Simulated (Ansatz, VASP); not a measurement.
## One calculation of MgO, two programs

```
Mg O
1.0
     0.00000    2.31010    2.31010
     2.31010    0.00000    2.31010
     2.31010    2.31010    0.00000
Mg O
1 1
Direct
  0.00000 0.00000 0.00000
  0.75000 0.75000 0.75000
```

Alike in both runs: task single point; functional PBE; k mesh 6 × 6 × 6; occupations gaussian, width 0.1 eV; no spin polarisation.

|  | VASP | Ansatz |
| --- | --- | --- |
| version | VASP 6.6.1 | Ansatz 0.2.0 |
| potentials or method | VASP PAW PBE potentials, release 64 (Mg, O), cutoff 600 eV | scalar-relativistic, plane waves, PAW |
| valence electrons in the cell | 8 | 16 |

```tsv
	VASP	Ansatz	Ansatz less VASP
gap on the k mesh at the Fermi level (eV)	3.44	3.45	+0.016
least direct gap on the mesh (eV)	3.44	3.45	+0.016
pressure (GPa)	-1.1	-0.6	+0.56
```

VASP's potentials hold 8 valence electrons a cell and Ansatz's 16, so a difference there can come from the potentials and not from the codes.
